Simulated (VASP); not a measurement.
# BaS (Fm-3m) in VASP: notebook, part 2 of 2

VASP 6.6.1.

### Step 3. Single point, PBE-based screened hybrid with 25 % exact exchange

This run uses another cell than the first one, of 32.94 Å³/atom.

Contents of POSCAR:

```
BaS
1.0
    0.0000000000      3.2057089755      3.2057089755
    3.2057089755      0.0000000000      3.2057089755
    3.2057089755      3.2057089755      0.0000000000
Ba S
1 1
Direct
    0.0000000000      0.0000000000      0.0000000000
    0.5000000000      0.5000000000      0.5000000000
```

Contents of INCAR.step1:

```
SYSTEM = BaS
PREC = Accurate ; ENCUT = 520
EDIFF = 1E-5 ; ISMEAR = -1
SIGMA = 0.05 ; LREAL = .FALSE.
LASPH = .TRUE. ; NELM = 100
ALGO = Normal ; ISIF = 2
LWAVE = .TRUE. ; LCHARG = .FALSE.
NBANDS = 15 ; GGA = PE
```

Contents of INCAR.step2:

```
SYSTEM = BaS
PREC = Accurate ; ENCUT = 520
EDIFF = 1E-6 ; ISMEAR = -1
SIGMA = 0.05 ; LREAL = .FALSE.
LASPH = .TRUE. ; NELM = 100
ALGO = Normal ; ISIF = 2
LWAVE = .FALSE. ; LCHARG = .FALSE.
GGA = PE ; LHFCALC = .TRUE.
AEXX = 0.25 ; HFSCREEN = 0.3
PRECFOCK = Normal ; NBANDS = 15
ISTART = 1
```

Contents of KPOINTS:

```
regular mesh
0
G
  4 4 4
  0 0 0
```

Potentials or basis: VASP PAW PBE potentials, release 64 (Ba_sv, S).

Launch:

```console
$ cat potpaw_PBE.64/Ba_sv/POTCAR potpaw_PBE.64/S/POTCAR > POTCAR
$ cp INCAR.step1 INCAR
$ mpirun -np 1 vasp_std > vasp.out
$ cp INCAR.step2 INCAR
$ mpirun -np 1 vasp_std > vasp.out
```

OUTCAR:

```text
SYSTEM = BaS
   PREC = Accurate
   ENCUT = 520
   EDIFF = 1E-6
   ISMEAR = -1
   LREAL = .FALSE.
   LASPH = .TRUE.
   NELM = 100
   ISIF = 2
   GGA = PE
   LHFCALC = .TRUE.
   AEXX = 0.25
   HFSCREEN = 0.3
   PRECFOCK = Normal
   ISTART = 1

 ion  position               nearest neighbor table
   1  0.000  0.000  0.000-   2 3.21   2 3.21   2 3.21   2 3.21   2 3.21   2 3.21
   2  0.500  0.500  0.500-   1 3.21   1 3.21   1 3.21   1 3.21   1 3.21   1 3.21

[... 324 lines left out ...]

------------------------ aborting loop because EDIFF is reached ----------------------------------------

  FORCE on cell =-STRESS in cart. coord.  units (eV):
  Direction    XX          YY          ZZ          XY          YZ          ZX
  --------------------------------------------------------------------------------------
  -------------------------------------------------------------------------------------
  Total        0.2126115      0.2126115      0.2126115     -0.0000000     -0.0000000     -0.0000000
  in kB        5.1700545      5.1700545      5.1700545     -0.0000000     -0.0000000     -0.0000000
  external PRESSURE =       5.1700545 kB  Pullay stress =       0.0000000 kB

 VOLUME and BASIS-vectors are now :
 -----------------------------------------------------------------------------
  energy-cutoff  :      520.00
  volume of cell :       65.89
      direct lattice vectors                 reciprocal lattice vectors
     0.000000000  3.205708975  3.205708975    -0.155971738  0.155971738  0.155971738
     3.205708975  0.000000000  3.205708975     0.155971738 -0.155971738  0.155971738
     3.205708975  3.205708975  0.000000000     0.155971738  0.155971738 -0.155971738

 POSITION                                       TOTAL-FORCE (eV/Angst)
 -----------------------------------------------------------------------------------
      0.00000      0.00000      0.00000        -0.000000     -0.000000      0.000000
      3.20571      3.20571      3.20571         0.000000      0.000000     -0.000000
 -----------------------------------------------------------------------------------
    total drift:                                0.000001      0.000001      0.000002

  FREE ENERGIE OF THE ION-ELECTRON SYSTEM (eV)
  ---------------------------------------------------
  free  energy   TOTEN  =       -11.3202881479 eV

  energy  without entropy=      -11.3202881478  energy(sigma->0) =      -11.32028815
```

OSZICAR.step1:

```text
N       E                     dE             d eps       ncg     rms          rms(c)
DAV:   1     0.875617051794E+02    0.87562E+02   -0.71255E+03   240   0.938E+02
DAV:   2    -0.544769767337E+01   -0.93009E+02   -0.84221E+02   325   0.172E+02
DAV:   3    -0.105965655074E+02   -0.51489E+01   -0.51145E+01   333   0.427E+01
DAV:   4    -0.106721170338E+02   -0.75552E-01   -0.75541E-01   314   0.509E+00
DAV:   5    -0.106734818277E+02   -0.13648E-02   -0.13648E-02   318   0.561E-01    0.474E+00
DAV:   6    -0.101676403843E+02    0.50584E+00   -0.69821E-01   275   0.492E+00    0.322E+00
DAV:   7    -0.101697855646E+02   -0.21452E-02   -0.19448E-01   297   0.242E+00    0.214E+00
DAV:   8    -0.101825354407E+02   -0.12750E-01   -0.21270E-02   275   0.103E+00    0.267E-01
DAV:   9    -0.101843712712E+02   -0.18358E-02   -0.35390E-03   303   0.459E-01    0.162E-01
DAV:  10    -0.101851992372E+02   -0.82797E-03   -0.81915E-04   282   0.189E-01    0.511E-02
DAV:  11    -0.101853288346E+02   -0.12960E-03   -0.17508E-04   275   0.809E-02    0.123E-02
DAV:  12    -0.101853319852E+02   -0.31506E-05   -0.77038E-06   240   0.194E-02
   1 F= -.10185332E+02 E0= -.10185332E+02  d E =-.156696E-09
```

Run time: 8 min. Hardware: 1 thread of AMD EPYC 7R43 (Zen 3), shared host; peak memory 0.27 GiB.

Results:

```yaml
Free_energy: -11.3203 eV
Pressure: 0.5 GPa
Band_gap_on_the_k_mesh: 2.83 eV (least direct gap 2.99 eV)
```

Caveat: the k points lie up to 0.42 Å⁻¹ apart; the PAW data sets were made with another functional, which shifts forces and pressure a little; spin-orbit coupling is left out, which moves the levels of the heavy elements.

### Step 4. Relaxation of cell and atoms, PBE-based screened hybrid with 25 % exact exchange

Contents of POSCAR:

```
BaS
1.0
    0.0000000000      3.1937500000      3.1937500000
    3.1937500000      0.0000000000      3.1937500000
    3.1937500000      3.1937500000      0.0000000000
Ba S
1 1
Direct
    0.0000000000      0.0000000000      0.0000000000
    0.5000000000      0.5000000000      0.5000000000
```

Contents of INCAR.step1:

```
SYSTEM = BaS
ALGO = Normal
EDIFF = 1E-5
ENCUT = 600
GGA = PE
ISMEAR = -1
LASPH = .True.
LCHARG = .False.
LREAL = .False.
LWAVE = .True.
NBANDS = 15
NELM = 80
PREC = Accurate
SIGMA = 0.05
```

Contents of INCAR.step2:

```
SYSTEM = BaS
AEXX = 0.25
ALGO = Normal
EDIFF = 1E-6
EDIFFG = -0.01
ENCUT = 600
GGA = PE
HFSCREEN = 0.3
IBRION = 2
ISIF = 3
ISMEAR = -1
ISTART = 1
LASPH = .True.
LCHARG = .False.
LHFCALC = .True.
LREAL = .False.
LWAVE = .False.
NELM = 80
NSW = 60
PREC = Accurate
PRECFOCK = Normal
SIGMA = 0.05
```

Contents of KPOINTS:

```
k-points
0
Gamma
  4 4 4
  0 0 0
```

Potentials or basis: VASP PAW PBE potentials, release 64 (Ba_sv, S).

Launch:

```console
$ cat potpaw_PBE.64/Ba_sv/POTCAR potpaw_PBE.64/S/POTCAR > POTCAR
$ cp INCAR.step1 INCAR
$ mpirun -np 1 vasp_std > vasp.out
$ cp INCAR.step2 INCAR
$ mpirun -np 1 vasp_std > vasp.out
```

OUTCAR:

```text
SYSTEM = BaS
   AEXX = 0.25
   EDIFF = 1E-6
   EDIFFG = -0.01
   ENCUT = 600
   GGA = PE
   HFSCREEN = 0.3
   IBRION = 2
   ISIF = 3
   ISMEAR = -1
   ISTART = 1
   LASPH = .True.
   LHFCALC = .True.
   LREAL = .False.
   NELM = 80
   NSW = 60
   PREC = Accurate
   PRECFOCK = Normal

 ion  position               nearest neighbor table
   1  0.000  0.000  0.000-   2 3.19   2 3.19   2 3.19   2 3.19   2 3.19   2 3.19
   2  0.500  0.500  0.500-   1 3.19   1 3.19   1 3.19   1 3.19   1 3.19   1 3.19

  LATTYP: Found a face centered cubic cell.
 ALAT       =     6.3875000000

  Lattice vectors:

 A1 = (   0.0000000000,   3.1937500000,   3.1937500000)
 A2 = (   3.1937500000,   0.0000000000,   3.1937500000)
 A3 = (   3.1937500000,   3.1937500000,   0.0000000000)

Analysis of symmetry for initial positions (statically):
=====================================================================
 Subroutine PRICEL returns:
 Original cell was already a primitive cell.

 Routine SETGRP: Setting up the symmetry group for a
 face centered cubic supercell.

[... 145 lines left out ...]
  NGX = 28; NGY = 28; NGZ = 28

--------------------------------------- Ionic step        1  -------------------------------------------

 number of electron      16.0000001 magnetization

 Free energy of the ion-electron system (eV)
  ---------------------------------------------------
  ext. energy  EPLUGINS =         0.00000000
  ---------------------------------------------------
  free energy    TOTEN  =       -11.31676794 eV

  energy without entropy =      -11.31676794  energy(sigma->0) =      -11.31676794

------------------------ aborting loop because EDIFF is reached ----------------------------------------

  FORCE on cell =-STRESS in cart. coord.  units (eV):
  Direction    XX          YY          ZZ          XY          YZ          ZX
  --------------------------------------------------------------------------------------
  -------------------------------------------------------------------------------------
  Total        0.4312907      0.4312907      0.4312907     -0.0000000     -0.0000000      0.0000000
  in kB       10.6059096     10.6059096     10.6059096     -0.0000000     -0.0000000      0.0000000
  external PRESSURE =      10.6059096 kB  Pullay stress =       0.0000000 kB
[... 59 lines left out ...]
--------------------------------------- Ionic step        3  -------------------------------------------

 number of electron      16.0000002 magnetization

 Free energy of the ion-electron system (eV)
  ---------------------------------------------------
  ext. energy  EPLUGINS =         0.00000000
  ---------------------------------------------------
  free energy    TOTEN  =       -11.32170466 eV

  energy without entropy =      -11.32170466  energy(sigma->0) =      -11.32170466

 E-fermi :   1.8772     XC(G=0):  -7.2655

 val. band max:        0.8033785805   @ k =   0.0000   0.0000   0.0000
 cond. band min:       3.6541731543   @ k =   0.5000   0.5000   0.0000
 fundamental gap:      2.8507945738
 Fermi energy:         1.8772306197

 k-point     1 :       0.0000    0.0000    0.0000
  band No.  band energies     occupation
      1     -27.0043      2.00000
      2     -11.0334      2.00000
      3     -11.0334      2.00000
      4     -11.0334      2.00000
      5     -10.5259      2.00000
      6       0.8034      2.00000
      7       0.8034      2.00000
      8       0.8034      2.00000
      9       5.0707      0.00000
     10       5.4849      0.00000
     11       5.4849      0.00000
     12       5.4849      0.00000
[... 132 lines left out ...]
  FREE ENERGIE OF THE ION-ELECTRON SYSTEM (eV)
  ---------------------------------------------------
  free  energy   TOTEN  =       -11.3217046589 eV

  energy  without entropy=      -11.3217046588  energy(sigma->0) =      -11.32170466

 reached required accuracy - stopping structural energy minimisation
```

OUTCAR.step1:

```text
SYSTEM = BaS
   EDIFF = 1E-5
   ENCUT = 600
   GGA = PE
   ISMEAR = -1
   LASPH = .True.
   LREAL = .False.
[... 344 lines left out ...]
      0.00000      0.00000      0.00000        -0.000000     -0.000000     -0.000000
      3.19375      3.19375      3.19375         0.000000      0.000000      0.000000
 -----------------------------------------------------------------------------------
    total drift:                                0.000000      0.000000      0.000000

  FREE ENERGIE OF THE ION-ELECTRON SYSTEM (eV)
  ---------------------------------------------------
  free  energy   TOTEN  =       -10.1801939785 eV

  energy  without entropy=      -10.1801939784  energy(sigma->0) =      -10.18019398
```

It took 33 min on 1 thread of AMD EPYC 7R43 (Zen 3), shared host; peak memory 0.3 GiB.

What came out:

```yaml
Free_energy: -11.3217 eV
Relaxed_volume: 33.34 Å³/atom
Relaxed_cell: a = 4.552 Å, b = 4.552 Å, c = 4.552 Å, α = 60.00°, β = 60.00°, γ = 60.00°
Space_group_after_relaxing_to_0.1_Å: Fm-3m (No. 225)
Energy_gained_by_relaxing: 2.5 meV/atom
Ionic_steps: 3
Pressure_after_relaxing: 0.0 GPa
Band_gap_on_the_k_mesh: 2.85 eV (least direct gap 3.01 eV)
```

Step by step:
```tsv
step	energy change (eV)	largest force (eV/Å)	pressure (GPa)	volume (Å³)
1	0.0000	0.0000	1.06	65.15
2	-0.0044	0.0000	-0.34	67.21
3	-0.0049	0.0000	0.00	66.67
```

Final structure:
```
Ba S
1.0
     0.00000    3.21841    3.21841
     3.21841    0.00000    3.21841
     3.21841    3.21841    0.00000
Ba S
1 1
Direct
  0.00000 0.00000 0.00000
  0.50000 0.50000 0.50000
```

Caveat: the k points lie up to 0.42 Å⁻¹ apart in the final cell; the PAW data sets were made with another functional, which shifts forces and pressure a little; spin-orbit coupling is left out, which moves the levels of the heavy elements.

### Step 5. Summary

| task | level | cell | k mesh | cutoff (eV) | grid for exact exchange (PRECFOCK) | share of exact exchange | screening parameter | gap on the mesh (eV) | pressure (GPa) |
| --- | --- | --- | --- | --- | --- | --- | --- | --- | --- |
| relaxation of cell and atoms | PBEsol | relaxed to 30 GPa from a = 4.517 Å, angles 60.0°, 2 atoms | 7 × 7 × 7 | 600 | - | - | - | 0.89 | 30.0 |
| single point | PBE-based screened hybrid with 25 % exact exchange | a = 4.534 Å, angles 60.0°, 2 atoms | 4 × 4 × 4 | 520 | Normal | 0.25 | 0.3 1/Å | 2.83 | 0.5 |
| relaxation of cell and atoms | PBE-based screened hybrid with 25 % exact exchange | relaxed from a = 4.517 Å, angles 60.0°, 2 atoms | 4 × 4 × 4 | 600 | Normal | 0.25 | 0.3 1/Å | 2.85 | 0.0 |

Alike in all rows: potentials or basis VASP PAW PBE potentials, release 64 (Ba_sv, S); no spin polarisation; smearing fermi-dirac 0.05 eV.

Caveats: some runs use coarse meshes; the PAW data sets were made with another functional, which shifts forces and pressure a little; spin-orbit coupling is left out, which moves the levels of the heavy elements; the cell is relaxed towards a set pressure, so the run minimises the enthalpy, not the energy (at least some runs); the volume moved by over 15 % at a fixed basis, so the end points are rough (at least some runs); an odd mesh through Γ misses points on the zone boundary, where band edges can lie (at least some runs).

Absolute energies hang on the potentials; compare differences alone.
